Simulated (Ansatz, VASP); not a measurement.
# Two plane-wave programs on AlN

INCAR

```
ALGO = Normal
EDIFF = 1E-6
ENCUT = 520
GGA = PE
ISIF = 2
ISMEAR = 0
LASPH = T
LCHARG = T
LELF = T
LREAL = F
LVHAR = T
LWAVE = F
NBANDS = 26
NELM = 80
PREC = Accurate
SIGMA = 0.05
```

File KPOINTS:

```
k-points
0
Gamma
  6 6 6
```

Contents of POSCAR:

```
AlN
1.0
    4.4025164325      0.0000000000      0.0000000000
    0.0000000000     -4.4025164325      0.0000000000
    0.0000000000      0.0000000000     -4.4025164325
Al N
4 4
Direct
   -0.0202373928     -0.1430999769     -0.0202373928
    0.5000000000      0.5000000000      0.0000000000
    0.5000000000      0.0000000000      0.5000000000
    0.0000000000      0.5000000000      0.5000000000
    0.7500000000      0.7500000000      0.7500000000
    0.2500000000      0.2500000000      0.7500000000
    0.2500000000      0.7500000000      0.2500000000
    0.7500000000      0.2500000000      0.2500000000
```

Input for Ansatz:

```yaml
crystal:
  lattice:
    - [4.4025164325, 0.0, 0.0]
    - [0.0, -4.4025164325, 0.0]
    - [0.0, 0.0, -4.4025164325]
  atoms:
    - { symbol: Al, position: [-0.0202373928, -0.1430999769, -0.0202373928] }
    - { symbol: Al, position: [0.5, 0.5, 0.0] }
    - { symbol: Al, position: [0.5, 0.0, 0.5] }
    - { symbol: Al, position: [0.0, 0.5, 0.5] }
    - { symbol: "N", position: [0.75, 0.75, 0.75] }
    - { symbol: "N", position: [0.25, 0.25, 0.75] }
    - { symbol: "N", position: [0.25, 0.75, 0.25] }
    - { symbol: "N", position: [0.75, 0.25, 0.25] }
basis:
  ecutwfc: 420
kpoints:
  mp_grid: { grid: [6, 6, 6] }
hamiltonian:
  xc: pbe
  pseudopotentials: { kind: paw, azcp: { folder: soft_1 } }
scf:
  occupations: { method: gaussian, width: 0.05 }
output:
  forces: true
  stress: true
  eigenvalues: true
```

Alike in both runs: task single point; functional PBE; k mesh 6 × 6 × 6; occupations gaussian, width 0.05 eV; no spin polarisation.

|  | VASP | Ansatz |
| --- | --- | --- |
| version | VASP 6.6.1 | Ansatz 0.2.0 |
| potentials or method | VASP PAW PBE potentials, release 64 (Al, N), cutoff 520 eV | scalar-relativistic, plane waves, PAW |
| valence electrons in the cell | 32 | 32 |

Ansatz gave:

| Property | Result |
| --- | --- |
| gap on the k mesh at the Fermi level (eV) | 0.93 |
| least direct gap on the mesh (eV) | 1.06 |
| pressure (GPa) | 13.1 |
| traceless stress, the component that is largest in VASP (GPa) | -17.10 |
| rms of the force components (eV/Å) | 4.048 |

Q: Which values does VASP return?

A: gap on the k mesh at the Fermi level (eV): 0.92; least direct gap on the mesh (eV): 1.04; pressure (GPa): 13.1; traceless stress, the component that is largest in VASP (GPa): -17.34; rms of the force components (eV/Å): 4.075.

Atom by atom the forces differ by 0.033 eV/Å (rms over components). The functional is the same, so the differences come from potentials, cutoffs and numerics.
